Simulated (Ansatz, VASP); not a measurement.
One calculation of Mn, two programs

INCAR

```
ALGO     = Normal         # electronic algorithm
EDIFF    = 1E-6           # SCF threshold, eV
ENCUT    = 500            # plane-wave cutoff, eV
GGA      = PE             # functional
GGA_COMPAT= False        
ISIF     = 2              # what is computed and relaxed
ISMEAR   = -4             # smearing method
ISPIN    = 2              # spin polarisation
LASPH    = True           # aspherical terms in the spheres
LCHARG   = True           # write CHGCAR
LELF     = True           # ELF
LMAXMIX  = 4              # l up to which the mixer works
LORBIT   = 11             # projections on sites
LREAL    = False          # projectors in reciprocal space
LVHAR    = True         
LWAVE    = False          # write WAVECAR
MAGMOM   = 0.76           # initial moments
NBANDS   = 16             # bands
NELM     = 200            # most SCF steps
PREC     = Accurate       # precision mode
SIGMA    = 0.1            # smearing width, eV
```

Contents of KPOINTS:

```
k-points
0
Gamma
  8 8 8
```

The input POSCAR:

```
Mn
1.0
   -1.3932737400      1.3932737400      1.3932737400
    1.3932737400     -1.3932737400      1.3932737400
    1.3932737400      1.3932737400     -1.3932737400
Mn
1
Direct
    0.0000000000      0.0000000000      0.0000000000
```

Input for Ansatz:

```yaml
crystal:
  lattice:
    - [-1.39327374, 1.39327374, 1.39327374]
    - [1.39327374, -1.39327374, 1.39327374]
    - [1.39327374, 1.39327374, -1.39327374]
  atoms:
    - { symbol: Mn, position: [0.0, 0.0, 0.0], spin: 0.76 }
basis:
  ecutwfc: 650
kpoints:
  mp_grid: { grid: [8, 8, 8] }
hamiltonian:
  xc: pbe
scf:
  occupations: { method: tetrahedron_uncorrected }
  lower_state_search: "off"
output:
  forces: true
  stress: true
  eigenvalues: true
  populations: true
magnetization:
  spin_polarized: true
```

Alike in both runs: task single point; functional PBE; k mesh 8 × 8 × 8; collinear spin.

|  | VASP | Ansatz |
| --- | --- | --- |
| version | VASP 6.6.1 | Ansatz 0.2.0 |
| potentials or method | VASP PAW PBE potentials, release 64 (Mn_pv), cutoff 500 eV | scalar-relativistic, plane waves, PAW |
| occupations | tetrahedron | tetrahedron-uncorrected |
| valence electrons in the cell | 13 | 15 |

VASP gave:

* gap on the k mesh at the Fermi level (eV): none
* pressure (GPa): 5.0
* net moment per atom (μB): 0.94
* size of the moment on the site where the two differ most (μB): 0.94

**Question.** What did Ansatz give for the same quantities?

**Answer.** gap on the k mesh at the Fermi level (eV): none; pressure (GPa): 4.8; net moment per atom (μB): 0.91; size of the moment on the site where the two differ most (μB): 0.91.

Site moments also hang on the region over which each program counts them. A gap of «none» marks a metal or a gap that the smearing closes. VASP's potentials hold 13 valence electrons a cell and Ansatz's 15, so a difference there can come from the potentials and not from the codes. Ansatz's warnings: band table not solved further.

The k mesh is coarse, so the values compare programs but aren't converged.
